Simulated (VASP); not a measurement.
# Lu (P6_3/mmc) in VASP: further runs

Lu is run at these levels: r2SCAN; tasks: single point.

Program: VASP 6.6.1. These are calculated values, not measurements. Logs are shortened: lines on timing, memory, paths and dates and some standing lists are left out, and cuts for length are marked.

## 1. The cell of the first run

It takes space group P6_3/mmc (No. 194, hexagonal). The conventional cell has a = 3.480 Å, b = 3.480 Å, c = 5.413 Å, α = 90.00°, β = 90.00°, γ = 120.00°. Within 4.4 Å of Lu (site symmetry -6m2) lie 12 Lu at 3.37 to 3.48 Å.

## 2. Single point, r2SCAN

Contents of POSCAR:

```
Lu
1.0
    3.4799905090      0.0000000000      0.0000000000
   -1.7399952545      3.0137601857      0.0000000000
    0.0000000000      0.0000000000      5.4131635422
Lu
2
Direct
    0.3333333333      0.6666666667      0.2500000000
    0.6666666667      0.3333333333      0.7500000000
```

Contents of INCAR.step1:

```
SYSTEM = Lu
ALGO = Normal ; EDIFF = 1E-4
ENCUT = 520 ; GGA = PE
ISMEAR = 1 ; LASPH = .TRUE.
LCHARG = .FALSE. ; LREAL = .FALSE.
LWAVE = .TRUE. ; NBANDS = 32
NELM = 100 ; PREC = Accurate
SIGMA = 0.1
```

Contents of INCAR.step2:

```
SYSTEM = Lu
ALGO = Normal ; EDIFF = 1E-6
ENCUT = 520 ; ISIF = 2
ISMEAR = 1 ; ISTART = 1
LASPH = .TRUE. ; LCHARG = .TRUE.
LELF = .TRUE. ; LMIXTAU = .TRUE.
LREAL = .FALSE. ; LVHAR = .TRUE.
LWAVE = .FALSE. ; METAGGA = R2SCAN
NBANDS = 32 ; NELM = 100
PREC = Accurate ; SIGMA = 0.1
```

Contents of KPOINTS:

```
k-points
0
G
  7 7 4
  0 0 0
```

Potentials or basis: VASP PAW PBE potentials, release 64 (Lu).

Launch:

```
$ cat potpaw_PBE.64/Lu/POTCAR > POTCAR
$ cp INCAR.step1 INCAR
$ mpirun -np 1 vasp_std > vasp.out
$ cp INCAR.step2 INCAR
$ mpirun -np 1 vasp_std > vasp.out
```

OUTCAR:

```text
SYSTEM = Lu
   EDIFF = 1E-6
   ENCUT = 520
   ISIF = 2
   ISMEAR = 1
   ISTART = 1
   LASPH = .TRUE.
   LREAL = .FALSE.
   METAGGA = R2SCAN
   NELM = 100
   PREC = Accurate

 ion  position               nearest neighbor table
   1  0.333  0.667  0.250-   2 3.37   2 3.37   2 3.37   2 3.37   2 3.37   2 3.37
   2  0.667  0.333  0.750-   1 3.37   1 3.37   1 3.37   1 3.37   1 3.37   1 3.37

  LATTYP: Found a hexagonal cell.
 ALAT       =     3.4799905090
 C/A-ratio  =     1.5555110073

  Lattice vectors:

 A1 = (   3.4799905090,   0.0000000000,   0.0000000000)
 A2 = (  -1.7399952545,   3.0137601857,   0.0000000000)
 A3 = (   0.0000000000,   0.0000000000,   5.4131635422)

Analysis of symmetry for initial positions (statically):
=====================================================================
 Subroutine PRICEL returns:
 Original cell was already a primitive cell.

 Routine SETGRP: Setting up the symmetry group for a
 hexagonal supercell.

 Subroutine GETGRP returns: Found 24 space group operations
 (whereof 12 operations were pure point group operations)
 out of a pool of 24 trial point group operations.

The static configuration has the point symmetry D_3d.
 The point group associated with its full space group is D_6h.

Analysis of symmetry for dynamics (positions and initial velocities):
=====================================================================
 Subroutine PRICEL returns:
 Original cell was already a primitive cell.

 Routine SETGRP: Setting up the symmetry group for a
 hexagonal supercell.

 Subroutine GETGRP returns: Found 24 space group operations
 (whereof 12 operations were pure point group operations)
 out of a pool of 24 trial point group operations.

The dynamic configuration has the point symmetry D_3d.
 The point group associated with its full space group is D_6h.

 Subroutine INISYM returns: Found 24 space group operations
 (whereof 12 operations are pure point group operations),
 and found     1 'primitive' translations

----------------------------------------------------------------------------------------

                                     Primitive cell

  volume of cell :      56.7725

  direct lattice vectors                    reciprocal lattice vectors
     3.479990509  0.000000000  0.000000000     0.287357106  0.165905702  0.000000000
    -1.739995254  3.013760186  0.000000000     0.000000000  0.331811404  0.000000000
     0.000000000  0.000000000  5.413163542     0.000000000  0.000000000  0.184734858

  length of vectors
     3.479990509  3.479990509  5.413163542     0.331811404  0.331811404  0.184734858

  position of ions in fractional coordinates (direct lattice)
     0.333333333  0.666666667  0.250000000
     0.666666667  0.333333333  0.750000000

  ion indices of the primitive-cell ions
   primitive index   ion index
                 1           1
                 2           2

----------------------------------------------------------------------------------------

 KPOINTS: k-points

Automatic generation of k-mesh.
 Grid dimensions read from file:
 generate k-points for:    7    7    4

 Generating k-lattice:

  Cartesian coordinates                     Fractional coordinates (reciprocal lattice)
     0.041051015  0.023700815  0.000000000     0.142857143 -0.000000000  0.000000000
     0.000000000  0.047401629  0.000000000     0.000000000  0.142857143  0.000000000
     0.000000000  0.000000000  0.046183715     0.000000000  0.000000000  0.250000000

  Length of vectors
     0.047401629  0.047401629  0.046183715

  Shift w.r.t. Gamma in fractional coordinates (k-lattice)
     0.000000000  0.000000000  0.000000000

 Subroutine IBZKPT returns following result:
 ===========================================

 Found     24 irreducible k-points:

 Following reciprocal coordinates:
            Coordinates               Weight
  0.000000  0.000000  0.000000      1.000000
  0.142857  0.000000  0.000000      6.000000
  0.285714 -0.000000  0.000000      6.000000
  0.428571  0.000000  0.000000      6.000000
  0.142857  0.142857  0.000000      6.000000
  0.285714  0.142857  0.000000     12.000000
[... 16 lines left out ...]
  0.428571  0.142857  0.500000      6.000000
  0.285714  0.285714  0.500000      6.000000
   k-points           NKPTS =     24   k-points in BZ     NKDIM =     24   number of bands    NBANDS=     32
   number of dos      NEDOS =    301   number of ions     NIONS =      2
   total plane-waves  NPLWV =  31360
   dimension x,y,z NGX =    28 NGY =   28 NGZ =   40
   dimension x,y,z NGXF=    56 NGYF=   56 NGZF=   80
   ions per type =               2
   NGX,Y,Z   is equivalent  to a cutoff of  13.38, 13.38, 12.28 a.u.
   NGXF,Y,Z  is equivalent  to a cutoff of  26.75, 26.75, 24.57 a.u.
 SYSTEM =  Lu
   PREC   = accura    normal or accurate (medium, high low for compatibility)
   ISTART =      1    job   : 0-new  1-cont  2-samecut
   ICHARG =      0    charge: 1-file 2-atom 10-const
   ISPIN  =      1    spin polarized calculation?
   LNONCOLLINEAR =      F non collinear calculations
   LSORBIT =      F    spin-orbit coupling
   LASPH  =      T    aspherical Exc in radial PAW
   ENCUT  =  520.0 eV  38.22 Ry    6.18 a.u.   6.47  6.47 10.06*2*pi/ulx,y,z
   NELM   =    100;   NELMIN=  2; NELMDL=  0     # of ELM steps
   EDIFF  = 0.1E-05   stopping-criterion for ELM
   LREAL  =      F    real-space projection
   EDIFFG = 0.1E-04   stopping-criterion for IOM
   NSW    =      0    number of steps for IOM
   IBRION =     -1    ionic relax: 0-MD 1-quasi-New 2-CG
   NFREE  =      0    steps in history (QN), initial steepest desc. (CG)
   ISIF   =      2    stress and relaxation
   ISYM   =      2    0-nonsym 1-usesym 2-fastsym
   POTIM  = 0.5000    time-step for ionic-motion
   TEBEG  =    0.0;   TEEND  =   0.0 temperature during run
   PSTRESS=    0.0 pullay stress
   NELECT =      50.0000    total number of electrons
   NUPDOWN=      -1.0000    fix difference up-down
   EMIN   =  10.00;   EMAX   =-10.00  energy-range for DOS
   EFERMI =   0.00;   METHOD = LEGACY
   ISMEAR =     1;   SIGMA  =   0.10  broadening in eV -4-tet -1-fermi 0-gaus
   EFERMI_NEDOS =   21; number of points for ismear=-14 and -15
   IALGO  =     38    algorithm
   IMIX   =      4    mixing-type and parameters
     AMIX     =   0.40;   BMIX     =  1.00
     AMIX_MAG =   1.60;   BMIX_MAG =  1.00
  volume/ion in A,a.u.               =      28.39       191.56
  Fermi-wavevector in a.u.,A,eV,Ry     =   1.569226  2.965407 33.503947  2.462471
  Thomas-Fermi vector in A             =   2.671140
   LORBIT       =      0    0 simple, 1 ext, 2 COOP (PROOUT), +10 PAW based schemes
   METAGGA = R2SCAN    functional components
   LHFCALC =     F    Hartree Fock is set to
   AEXX    =    0.0000 exact exchange contribution
   IVDW    =     0    specifies the selected vdW correction
   LEPSILON=     F    determine dielectric tensor
   LRPA    =     F    only Hartree local field effects (RPA)
 non-spin polarized calculation
 Methfessel and Paxton  Order N= 1 SIGMA  =   0.10
  energy-cutoff  :      520.00
  volume of cell :       56.77
 maximum number of plane-waves:      1556
 NGX is ok and might be reduce to    28
   NGX = 13   NGY = 13   NGZ = 21

 number of electron      50.0000026 magnetization

 Free energy of the ion-electron system (eV)
  ---------------------------------------------------
  ext. energy  EPLUGINS =         0.00000000
  ---------------------------------------------------
  free energy    TOTEN  =       -76.11949028 eV

  energy without entropy =      -76.11922510  energy(sigma->0) =      -76.11940189

 E-fermi :   2.2402     XC(G=0): -11.7346

 val. band max:        2.1787077568   @ k =   0.1429   0.1429   0.2500
 cond. band min:       2.2827735655   @ k =   0.2857   0.2857   0.5000
 fundamental gap:      0.1040658087
 Fermi energy:         2.2401677131

 k-point     1 :       0.0000    0.0000    0.0000
  band No.  band energies     occupation
      1     -55.5527      2.00000
      2     -55.5086      2.00000
      3     -25.8825      2.00000
      4     -25.4031      2.00000
      5     -25.4031      2.00000
      6     -25.3092      2.00000
[... 24 lines left out ...]
     31       6.1028      0.00000
     32       6.1028      0.00000

 k-point     2 :       0.1429    0.0000    0.0000
  band No.  band energies     occupation
      1     -55.5471      2.00000
      2     -55.5069      2.00000
      3     -25.8464      2.00000
      4     -25.4717      2.00000
      5     -25.4267      2.00000
      6     -25.3810      2.00000
[... 24 lines left out ...]
     31       5.9087      0.00000
     32       6.0123      0.00000

 k-point     3 :       0.2857   -0.0000    0.0000
  band No.  band energies     occupation
      1     -55.5338      2.00000
      2     -55.5041      2.00000
      3     -25.7526      2.00000
      4     -25.6275      2.00000
      5     -25.5335      2.00000
      6     -25.4764      2.00000
[... 24 lines left out ...]
     31       6.9789      0.00000
     32       7.2823      0.00000

 k-point     4 :       0.4286    0.0000    0.0000
  band No.  band energies     occupation
      1     -55.5211      2.00000
      2     -55.5039      2.00000
      3     -25.7532      2.00000
      4     -25.6484      2.00000
      5     -25.6480      2.00000
      6     -25.5142      2.00000
[... 24 lines left out ...]
     31       8.5684      0.00000
     32       8.8142      0.00000

 k-point     5 :       0.1429    0.1429    0.0000
  band No.  band energies     occupation
      1     -55.5377      2.00000
      2     -55.5047      2.00000
      3     -25.7811      2.00000
      4     -25.5565      2.00000
      5     -25.5332      2.00000
      6     -25.4328      2.00000
[... 584 lines left out ...]
     31       7.7862      0.00000
     32       7.7862      0.00000

 k-point    22 :       0.2857    0.1429    0.5000
  band No.  band energies     occupation
      1     -55.5139      2.00000
      2     -55.5139      2.00000
      3     -25.7594      2.00000
      4     -25.7594      2.00000
      5     -25.4884      2.00000
      6     -25.4884      2.00000
[... 24 lines left out ...]
     31       8.2838      0.00000
     32       8.2838      0.00000

 k-point    23 :       0.4286    0.1429    0.5000
  band No.  band energies     occupation
      1     -55.5107      2.00000
      2     -55.5107      2.00000
      3     -25.8017      2.00000
      4     -25.8017      2.00000
      5     -25.5137      2.00000
      6     -25.5137      2.00000
[... 24 lines left out ...]
     31       8.6644      0.00000
     32       8.6644      0.00000

 k-point    24 :       0.2857    0.2857    0.5000
  band No.  band energies     occupation
      1     -55.5099      2.00000
      2     -55.5099      2.00000
      3     -25.7654      2.00000
      4     -25.7654      2.00000
      5     -25.5800      2.00000
      6     -25.5800      2.00000
[... 24 lines left out ...]
     31       8.3506      0.00000
     32       8.3506      0.00000

------------------------ aborting loop because EDIFF is reached ----------------------------------------

  FORCE on cell =-STRESS in cart. coord.  units (eV):
  Direction    XX          YY          ZZ          XY          YZ          ZX
  --------------------------------------------------------------------------------------
  -------------------------------------------------------------------------------------
  Total        0.3682126      0.3682126      0.3913209      0.0000000      0.0000000     -0.0000000
  in kB       10.3913338     10.3913338     11.0434742      0.0000000      0.0000000     -0.0000000
  external PRESSURE =      10.6087140 kB  Pullay stress =       0.0000000 kB

 VOLUME and BASIS-vectors are now :
 -----------------------------------------------------------------------------
  energy-cutoff  :      520.00
  volume of cell :       56.77
      direct lattice vectors                 reciprocal lattice vectors
     3.479990509  0.000000000  0.000000000     0.287357106  0.165905702  0.000000000
    -1.739995254  3.013760186  0.000000000     0.000000000  0.331811404  0.000000000
     0.000000000  0.000000000  5.413163542     0.000000000  0.000000000  0.184734858

 POSITION                                       TOTAL-FORCE (eV/Angst)
 -----------------------------------------------------------------------------------
     -0.00000      2.00917      1.35329        -0.000000      0.000000      0.000000
      1.74000      1.00459      4.05987         0.000000     -0.000000      0.000000
 -----------------------------------------------------------------------------------
    total drift:                               -0.000000      0.000000     -0.000000

  FREE ENERGIE OF THE ION-ELECTRON SYSTEM (eV)
  ---------------------------------------------------
  free  energy   TOTEN  =       -76.1194902816 eV

  energy  without entropy=      -76.1192251038  energy(sigma->0) =      -76.11940189
```

Run time: 3 min. Hardware: 1 thread of Intel Xeon Platinum 8259CL at 2.50GHz (Skylake/Cascade Lake), shared host; peak memory 0.2 GiB.

What came out:

```
Free energy            : -76.1195 eV
Pressure               : 1.1 GPa
Band gap on the k mesh : zero (band 25 reaches 3.64 eV, above the bottom of band 26 at 1.62 eV)
```

Caveat: the PAW data sets were made with another functional, which shifts forces and pressure a little; spin-orbit coupling is left out, which moves the levels of the heavy elements.

(Continued in part 2 of 2.)
